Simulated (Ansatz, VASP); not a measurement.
# Two plane-wave programs on C

INCAR

```
SYSTEM = C
PREC     = Accurate       ! precision mode
ENCUT    = 520            ! plane-wave cutoff, eV
EDIFF    = 1E-6           ! SCF threshold, eV
ISMEAR   = 0              ! smearing method
SIGMA    = 0.15           ! smearing width, eV
LREAL    = .False.        ! projectors in reciprocal space
LASPH    = .True.         ! aspherical terms in the spheres
NELM     = 100            ! most SCF steps
ALGO     = Normal         ! electronic algorithm
ISIF     = 2              ! what is computed and relaxed
LWAVE    = .False.        ! write WAVECAR
LCHARG   = .False.        ! write CHGCAR
GGA      = PS             ! functional
IVDW     = 12             ! dispersion correction
NBANDS   = 11             ! bands
```

Contents of KPOINTS:

```
Automatic mesh
0
Gamma
  21 21 12
  0 0 0
```

The input POSCAR:

```
C
1.0
    2.4372596835      0.0000000000      0.0000000000
   -1.2186298418      2.1107288015      0.0000000000
    0.0000000000      0.0000000000      3.5001875387
C
2
Direct
    0.3239365790      0.6478731580      0.0000000000
    0.6760634210      0.3521268420      0.0000000000
```

Input for Ansatz:

```yaml
crystal:
  lattice:
    - [2.4372596835, 0.0, 0.0]
    - [-1.2186298418, 2.1107288015, 0.0]
    - [0.0, 0.0, 3.5001875387]
  atoms:
    - { symbol: C, position: [0.323936579, 0.647873158, 0.0] }
    - { symbol: C, position: [0.676063421, 0.352126842, 0.0] }
basis:
  ecutwfc: 520.0
kpoints:
  mp_grid: { grid: [21, 21, 12] }
hamiltonian:
  xc: pbesol
  pseudopotentials: { kind: paw, azcp: { folder: soft_1 } }
  dispersion: d3bj
scf:
  occupations: { method: gaussian, width: 0.15 }
output:
  forces: true
  stress: true
  eigenvalues: true
```

Change from the starting cell: mode 6 frozen in at -0.040 Å, equal normal strain along x, y and z -0.0083.

Alike in both runs: task single point; functional PBEsol; dispersion D3(BJ); k mesh 21 × 21 × 12; occupations gaussian, width 0.15 eV; no spin polarisation.

|  | VASP | Ansatz |
| --- | --- | --- |
| version | VASP 6.6.1 | Ansatz 0.2.0 |
| potentials or method | VASP PAW PBE potentials, release 64 (C), cutoff 520 eV | scalar-relativistic, plane waves, PAW |
| valence electrons in the cell | 8 | 8 |

Ansatz gave:

- gap on the k mesh at the Fermi level (eV): none
- pressure (GPa): 10.1
- traceless stress, the component that is largest in VASP (GPa): 14.83
- rms of the force components (eV/Å): 2.410

Q: What did VASP give for the same quantities?

A: gap on the k mesh at the Fermi level (eV): none; pressure (GPa): 10.7; traceless stress, the component that is largest in VASP (GPa): 15.40; rms of the force components (eV/Å): 2.414.

VASP's potentials were made for PBE, not for PBEsol, and Ansatz warns of the same on its side. Atom by atom the forces differ by 0.004 eV/Å (rms over components). A gap of «none» marks a metal or a gap that the smearing closes.
